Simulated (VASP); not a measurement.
# Cd2S: single point with PBE

Crystal: Cd2S.

```xyz
3
Lattice="3.9627 0.0000 0.0000 -1.9813 3.4318 0.0000 0.0000 0.0000 5.8092" Properties=species:S:1:pos:R:3 pbc="T T T"
Cd    1.9813    1.1439    3.3620
Cd    0.0000    2.2878    5.4183
S     0.0000    2.2878    2.1245
```

| Quantity | Value |
| --- | --- |
| Program | VASP 6.6.1 |
| Task | single point |
| Functional | PBE |
| Potentials or basis | VASP PAW PBE potentials, release 64 (Cd, S) |
| Cutoff | 520 eV |
| k mesh | 6 × 6 × 4 |
| Occupations | gaussian, width 0.1 eV |
| Spin | no spin polarisation |
| Dipole correction | no |
| Further INCAR settings | ALGO = Normal; EDIFF = 1e-06; NBANDS = 22 |

```
Pressure               : 0.1 GPa
Largest force          : 0.040 eV/Å
Band gap on the k mesh : 0.10 eV, indirect (least direct gap 0.47 eV)
```

Forces in eV/Å, atoms in the order of the input:
```
Cd   0.000  0.000 -0.040
Cd   0.000  0.000  0.028
S    0.000  0.000  0.012
```

Stress tensor (GPa, compression positive):
```
0.02 0.00 0.00
0.00 0.02 0.00
0.00 0.00 0.12
```

Levels at points of the mesh, in eV from the valence-band top:
| k point | band 11 | band 12 | band 13 | band 14 | band 15 | band 16 | band 17 | band 18 | band 19 | band 20 |
| --- | --- | --- | --- | --- | --- | --- | --- | --- | --- | --- |
| (0.00, 0.00, 0.00) | -7.86 | -4.66 | -3.87 | -0.91 | -0.91 | 3.02 | 4.87 | 6.63 | 6.63 | 8.10 |
| (0.50, 0.00, 0.00) | -7.70 | -4.63 | -3.18 | -1.78 | -1.44 | 0.37 | 2.98 | 4.55 | 5.61 | 7.25 |
| (0.00, 0.00, 0.50) | -7.87 | -6.12 | -0.84 | -0.84 | -0.40 | 0.97 | 4.58 | 6.21 | 6.21 | 7.75 |
| (0.50, 0.00, 0.50) | -7.71 | -4.24 | -3.92 | -1.57 | -1.16 | 1.38 | 3.19 | 4.29 | 5.49 | 6.14 |

Run time: 29 s on 1 thread of Intel Xeon 6975P-C (shared host), peak memory 0.21 GiB.

A k mesh can miss the band edges.
